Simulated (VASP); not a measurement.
Write the native input for VASP 6.6.1 that does the following.

| Quantity | Value |
| --- | --- |
| Task | relaxation of cell and atoms |
| Functional | BLYP |
| Potentials or basis | VASP PAW PBE potentials, release 64 (Cs_sv) |
| Cutoff | 600 eV |
| k mesh | 7 × 7 × 7 |
| Occupations | fermi-dirac, width 0.05 eV |
| Spin | no spin polarisation |
| Dipole correction | no |
| Further INCAR settings | ALGO = Fast; EDIFF = 1e-07; IBRION = 2; EDIFFG = -0.01; NSW = 60; ISIF = 3 |

The structure of Cs lies in POSCAR:

```
Cs
1.0
   -2.7500754600      2.7500754600      4.0972389800
    2.7500754600     -2.7500754600      4.0972389800
    2.7500754600      2.7500754600     -4.0972389800
Cs
1
Direct
    0.0000000000      0.0000000000      0.0000000000
```

One way to write it, as run:

INCAR

```
PREC = Accurate ; ENCUT = 600
EDIFF = 1E-7 ; ISMEAR = -1
SIGMA = 0.05 ; LREAL = F
LASPH = T ; NELM = 60
ALGO = Fast ; ISIF = 3
LWAVE = F ; LCHARG = F
GGA = B5 ; ALDAX = 1.0
AGGAX = 1.0 ; AGGAC = 1.0
ALDAC = 0.0 ; IBRION = 2
NSW = 60 ; EDIFFG = -0.01
```

KPOINTS

```
regular mesh
0
Gamma
  7 7 7
```

Potentials or basis: VASP PAW PBE potentials, release 64 (Cs_sv).

Run with:

```console
$ cat potpaw_PBE.64/Cs_sv/POTCAR > POTCAR
$ mpirun -np 1 vasp_std > vasp.out
```

It gave:

```yaml
Relaxed_volume: 123.86 Å³/atom
Relaxed_cell: a = 5.595 Å, b = 5.595 Å, c = 5.595 Å, α = 120.00°, β = 120.00°, γ = 90.00°
Space_group_after_relaxing_to_0.1_Å: Fm-3m (No. 225)
Energy_gained_by_relaxing: 0.8 meV/atom
Ionic_steps: 5
Pressure_after_relaxing: 0.0 GPa
Band_gap_on_the_k_mesh: zero (an odd number of electrons rules out a gap without spin polarisation)
```

Caveat: the PAW data sets were made with another functional, which shifts forces and pressure a little; spin-orbit coupling is left out, which moves the levels of the heavy elements.

It took 2.9 min on 1 thread of Intel(R) Xeon(R) 6975P-C (Granite Rapids), with other jobs on the host, peak memory 0.34 GiB.
